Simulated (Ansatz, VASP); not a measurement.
# Two plane-wave programs on ZnO

Contents of POSCAR:

```
ZnO
1.0
    3.4165334496      0.0000000000      0.0000000000
   -1.7082667248      2.9588047602      0.0000000000
    0.0000000000      0.0000000000      4.4775677032
Zn O
2 2
Direct
    0.3333333333      0.6666666667      0.2500000000
    0.6666666667      0.3333333333      0.7500000000
    0.6666666667      0.3333333333      0.2500000000
    0.3333333333      0.6666666667      0.7500000000
```

INCAR.step1

```
PREC     = Accurate       # precision mode
ENCUT    = 520            # plane-wave cutoff, eV
ISMEAR   = 0              # smearing method
SIGMA    = 0.01           # smearing width, eV
LREAL    = False          # projectors in reciprocal space
LASPH    = True           # aspherical terms in the spheres
NELM     = 60             # most SCF steps
NBANDS   = 26             # bands
GGA      = PE             # functional
ALGO     = Normal         # electronic algorithm
EDIFF    = 1E-4           # SCF threshold, eV
LWAVE    = True           # write WAVECAR
LCHARG   = False          # write CHGCAR
```

The input INCAR.step2:

```
PREC     = Accurate       # precision mode
ENCUT    = 520            # plane-wave cutoff, eV
EDIFF    = 1E-6           # SCF threshold, eV
ISMEAR   = 0              # smearing method
SIGMA    = 0.01           # smearing width, eV
LREAL    = False          # projectors in reciprocal space
LASPH    = True           # aspherical terms in the spheres
NELM     = 60             # most SCF steps
ALGO     = Normal         # electronic algorithm
ISIF     = 2              # what is computed and relaxed
LWAVE    = False          # write WAVECAR
LCHARG   = False          # write CHGCAR
METAGGA  = R2SCAN         # meta-GGA
LMIXTAU  = True         
NBANDS   = 26             # bands
ISTART   = 1
```

Contents of KPOINTS:

```
Automatic mesh
0
Gamma
  9 9 6
```

Input for Ansatz:

```yaml
crystal:
  lattice:
    - [3.4165334496, 0.0, 0.0]
    - [-1.7082667248, 2.9588047602, 0.0]
    - [0.0, 0.0, 4.4775677032]
  atoms:
    - { symbol: Zn, position: [0.3333333333, 0.6666666667, 0.25] }
    - { symbol: Zn, position: [0.6666666667, 0.3333333333, 0.75] }
    - { symbol: O, position: [0.6666666667, 0.3333333333, 0.25] }
    - { symbol: O, position: [0.3333333333, 0.6666666667, 0.75] }
kpoints:
  mp_grid: { grid: [9, 9, 6] }
hamiltonian:
  xc: r2scan
scf:
  occupations: { method: fixed }
  n_extra_bands: 5
output:
  forces: true
  stress: true
  eigenvalues: true
```

Alike in both runs: task single point; functional r2SCAN; k mesh 9 × 9 × 6; no spin polarisation.

|  | VASP | Ansatz |
| --- | --- | --- |
| version | VASP 6.6.1 | Ansatz 0.2.0 |
| potentials or method | VASP PAW PBE potentials, release 64 (Zn, O) | plane waves, PAW |
| plane-wave cutoff (eV) | 520 | 500 |
| occupations | gaussian, width 0.01 eV | fixed |
| valence electrons in the cell | 36 | 36 |

Ansatz gave:

- gap on the k mesh at the Fermi level (eV): 1.49
- pressure (GPa): 0.0

Task: Which values does VASP return?

Result: gap on the k mesh at the Fermi level (eV): 1.48; pressure (GPa): 1.1.

VASP's potentials were made for PBE, not for r2SCAN.
